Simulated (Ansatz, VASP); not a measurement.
GdN in VASP and in Ansatz

The input POSCAR:

```
GdN
1.0
    0.0000000000      2.4854716045      2.4854716045
    2.4854716045      0.0000000000      2.4854716045
    2.4854716045      2.4854716045      0.0000000000
Gd N
1 1
Direct
    0.5000000000      0.5000000000      0.5000000000
    0.0000000000      0.0000000000      0.0000000000
```

File INCAR.step1:

```
SYSTEM = GdN
ALGO = Normal ; EDIFF = 1E-4
ENCUT = 520 ; GGA = PE
ISMEAR = 0 ; ISPIN = 2
LASPH = .True. ; LCHARG = .False.
LDAU = .True. ; LDAUJ = 0 0
LDAUL = 3 -1 ; LDAUTYPE = 2
LDAUU = 4 0 ; LMAXMIX = 6
LREAL = .False. ; LWAVE = .True.
MAGMOM = 7.65 -0.18 ; NBANDS = 22
NELM = 150 ; PREC = Accurate
SIGMA = 0.05
```

File INCAR.step2:

```
SYSTEM = GdN
ALGO = Normal ; BPARAM = 11.95
CPARAM = 0.0093 ; EDIFF = 1E-6
ENCUT = 520 ; ISIF = 2
ISMEAR = 0 ; ISPIN = 2
ISTART = 1 ; IVDW_NL = 2
LASPH = .True. ; LCHARG = .False.
LDAU = .True. ; LDAUJ = 0 0
LDAUL = 3 -1 ; LDAUPRINT = 1
LDAUTYPE = 2 ; LDAUU = 4 0
LMAXMIX = 6 ; LMIXTAU = .True.
LORBIT = 11 ; LREAL = .False.
LUSE_VDW = .True. ; LWAVE = .False.
MAGMOM = 7.65 -0.18 ; METAGGA = R2SCAN
NBANDS = 22 ; NELM = 150
PREC = Accurate ; SIGMA = 0.05
```

File KPOINTS:

```
k-points
0
Gamma
  8 8 8
  0 0 0
```

Input for Ansatz:

```yaml
crystal:
  lattice:
    - [0.0, 2.4854716045, 2.4854716045]
    - [2.4854716045, 0.0, 2.4854716045]
    - [2.4854716045, 2.4854716045, 0.0]
  atoms:
    - { symbol: Gd, position: [0.5, 0.5, 0.5], spin: 7.65 }
    - { symbol: "N", position: [0.0, 0.0, 0.0] }
basis:
  ecutwfc: 500
  ecutrho_ratio: 4
kpoints:
  mp_grid: { grid: [8, 8, 8] }
hamiltonian:
  xc: r2scan
  dispersion: rvv10
  hubbard:
    sites:
      - { species: Gd, l: f, u_eff: 4.0, starting_ns: start.occupation_matrices }
    ns_hold: { iters: 6 }
scf:
  occupations: { method: gaussian, width: 0.05 }
  lower_state_search: "off"
output:
  forces: true
  stress: true
  eigenvalues: true
  populations: true
  hubbard: { sites: [{ species: Gd, l: f }] }
magnetization:
  spin_polarized: true
```

Alike in both runs: task single point; functional r2SCAN; dispersion rVV10; k mesh 8 × 8 × 8; occupations gaussian, width 0.05 eV; collinear spin; Hubbard terms Gd f U = 4.0 eV.

|  | VASP | Ansatz |
| --- | --- | --- |
| version | VASP 6.6.1 | Ansatz 0.2.0 |
| potentials or method | VASP PAW PBE potentials, release 64 (Gd, N), cutoff 520 eV | scalar-relativistic, plane waves, PAW |
| valence electrons in the cell | 23 | 23 |

Ansatz gave:

| Quantity | Value |
| --- | --- |
| gap on the k mesh at the Fermi level (eV) | none |
| pressure (GPa) | 0.0 |
| net moment per atom (μB) | 3.50 |
| size of the moment on the site where the two differ most (μB) | 6.96 |

Question: What did VASP give for the same quantities?

Answer: gap on the k mesh at the Fermi level (eV): none; pressure (GPa): 0.3; net moment per atom (μB): 3.50; size of the moment on the site where the two differ most (μB): 6.83.

VASP's potentials were made for PBE, not for r2SCAN. Site moments also hang on the region over which each program counts them. The programs project onto different local orbitals, so the same U acts differently, and such runs can settle in different states. A gap of «none» marks a metal or a gap that the smearing closes. Ansatz's warnings: filled band counts differ across k points, stability check not made.

Neither program's run includes spin-orbit coupling.
